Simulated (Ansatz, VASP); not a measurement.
## Two plane-wave programs on HfO2

The input INCAR:

```
ALGO     = Normal         # electronic algorithm
EDIFF    = 1E-6           # SCF threshold, eV
ENCUT    = 520            # plane-wave cutoff, eV
GGA      = PS             # functional
GGA_COMPAT= F            
ISIF     = 2              # what is computed and relaxed
ISMEAR   = -1             # smearing method
LASPH    = T              # aspherical terms in the spheres
LCHARG   = T              # write CHGCAR
LMAXMIX  = 4              # l up to which the mixer works
LNONCOLLINEAR= T              # non-collinear magnetism
LORBIT   = 11             # projections on sites
LORBMOM  = T            
LREAL    = F              # projectors in reciprocal space
LSORBIT  = T              # spin-orbit coupling
LVHAR    = T            
LWAVE    = F              # write WAVECAR
MAGMOM   = 0 0 0 0 0 0 0 0 0 # initial moments
NBANDS   = 35             # bands
NELM     = 150            # most SCF steps
PREC     = Accurate       # precision mode
SIGMA    = 0.05           # smearing width, eV
```

KPOINTS

```
k-points
0
Gamma
  9 9 9
```

Contents of POSCAR:

```
HfO2
1.0
    0.0000000000      2.5229349520      2.5229349520
    2.5229349520      0.0000000000      2.5229349520
    2.5229349520      2.5229349520      0.0000000000
Hf O
1 2
Direct
    0.0000000000      0.0000000000      0.0000000000
    0.7500000000      0.7500000000      0.7500000000
    0.2500000000      0.2500000000      0.2500000000
```

The input input.yaml:

```yaml
crystal:
  lattice:
    - [0.0, 2.522934952, 2.522934952]
    - [2.522934952, 0.0, 2.522934952]
    - [2.522934952, 2.522934952, 0.0]
  atoms:
    - { symbol: Hf, position: [0.0, 0.0, 0.0] }
    - { symbol: O, position: [0.75, 0.75, 0.75] }
    - { symbol: O, position: [0.25, 0.25, 0.25] }
hamiltonian:
  xc: pbesol
  pseudopotentials: { kind: paw_fr }
magnetization:
  noncollinear: true
  spin_orbit: true
kpoints:
  mp_grid: { grid: [9, 9, 9] }
scf:
  occupations: { method: fermi_dirac, width: 0.05 }
output:
  forces: true
  stress: true
  eigenvalues: true
  write_density: true
  write_potential: true
  elf: true
  volumetric_format: npy
```

Alike in both runs: task single point; functional PBEsol; k mesh 9 × 9 × 9; occupations fermi-dirac, width 0.05 eV; non-collinear spin, spin-orbit coupling.

```csv
,VASP,Ansatz
version,VASP 6.6.1,Ansatz 0.2.0
potentials or method,"VASP PAW PBE potentials, release 64 (Hf_pv, O)",Ansatz PAW
plane-wave cutoff (eV),520,420
valence electrons in the cell,22,38
```

```tsv
	VASP	Ansatz	Ansatz less VASP
pressure (GPa)	-3.9	-0.6	+3.32
net moment per atom (μB)	0.00	0.00	0.000
```

VASP's potentials were made for PBE, not for PBEsol. The functional is the same, so the differences come from potentials, cutoffs and numerics. VASP's potentials hold 22 valence electrons a cell and Ansatz's 38, so a difference there can come from the potentials and not from the codes.

Noted on Ansatz's run: odd divisions of the mesh miss points on the zone boundary, where band edges often lie, so the gap on the mesh can be too wide.
